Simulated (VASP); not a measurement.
Wanted: the native input for a VASP 6.6.1 run.

* Task: single point
* Functional: PBE
* Potentials or basis: VASP PAW PBE potentials, release 64 (Gd, O)
* Cutoff: 520 eV
* k mesh: 9 × 9 × 9
* Occupations: fermi-dirac, width 0.05 eV
* Spin: collinear spin, ferromagnetic start
* Starting moments: [7.0, 0.0] μB
* Dipole correction: no
* Further INCAR settings: ALGO = Normal; EDIFF = 1e-06; NBANDS = 23

The structure of GdO lies in POSCAR:

```
GdO
1.0
    0.0000000000      2.7529546205      2.7529546205
    2.7529546205      0.0000000000      2.7529546205
    2.7529546205      2.7529546205      0.0000000000
Gd O
1 1
Direct
    0.0000000000      0.0000000000      0.0000000000
    0.2500000000      0.2500000000      0.2500000000
```

These files were run (other wordings do the same):

INCAR

```
SYSTEM = GdO
ALGO = Normal
EDIFF = 1E-6
ENCUT = 520
GGA = PE
ISIF = 2
ISMEAR = -1
ISPIN = 2
LASPH = .True.
LCHARG = .True.
LELF = .True.
LMAXMIX = 6
LORBIT = 11
LREAL = .False.
LVHAR = .True.
LWAVE = .False.
MAGMOM = 7 0
NBANDS = 23
NELM = 150
PREC = Accurate
SIGMA = 0.05
```

KPOINTS

```
k-points
0
Gamma
  9 9 9
  0 0 0
```

Potentials or basis: VASP PAW PBE potentials, release 64 (Gd, O).

Run with:

```console
$ cat potpaw_PBE.64/Gd/POTCAR potpaw_PBE.64/O/POTCAR > POTCAR
$ mpirun -np 1 vasp_std > vasp.out
```

It gave:

```yaml
Pressure: -5.3 GPa
Net_moment: 7.55 μB per cell
Site_moments: Gd +6.86; O -0.02 μB
Valence_electrons_inside_the_program's_atomic_spheres: Gd 15.18; O 4.97
```

Caveat: a cell with one magnetic atom can't hold antiferromagnetic order, which such compounds often take.

It took 2.1 min on 1 thread of Intel(R) Xeon(R) Platinum 8375C CPU @ 2.90GHz (Ice Lake), on a shared host, peak memory 0.23 GiB.
